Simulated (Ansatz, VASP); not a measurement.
## One calculation of C, two programs

```
C
1.0
     2.46572    0.00000    0.00000
    -1.23286    2.13538    0.00000
     0.00000    0.00000   17.50000
C
4
Cartesian
  0.0000 1.4236 4.5000
  1.2329 0.7118 4.5000
  0.6164 1.7795 7.5600
  -0.6164 2.4913 7.5600
```

Alike in both runs: task single point; functional PBE; dispersion D3(BJ); k mesh 15 × 15 × 1; occupations gaussian, width 0.1 eV; no spin polarisation.

|  | VASP | Ansatz |
| --- | --- | --- |
| version | VASP 6.6.1 | Ansatz 0.2.0 |
| potentials or method | VASP PAW PBE potentials, release 64 (C), cutoff 520 eV | scalar-relativistic, plane waves, PAW |
| valence electrons in the cell | 16 | 16 |

|  | VASP | Ansatz | Ansatz less VASP |
| --- | --- | --- | --- |
| gap on the k mesh at the Fermi level (eV) | 0.37 | 0.37 | 0.000 |
| least direct gap on the mesh (eV) | 0.37 | 0.37 | 0.000 |
| rms of the force components (eV/Å) | 0.065 | 0.065 | -0.0002 |

Atom by atom the forces differ by 0.000 eV/Å (rms over components).
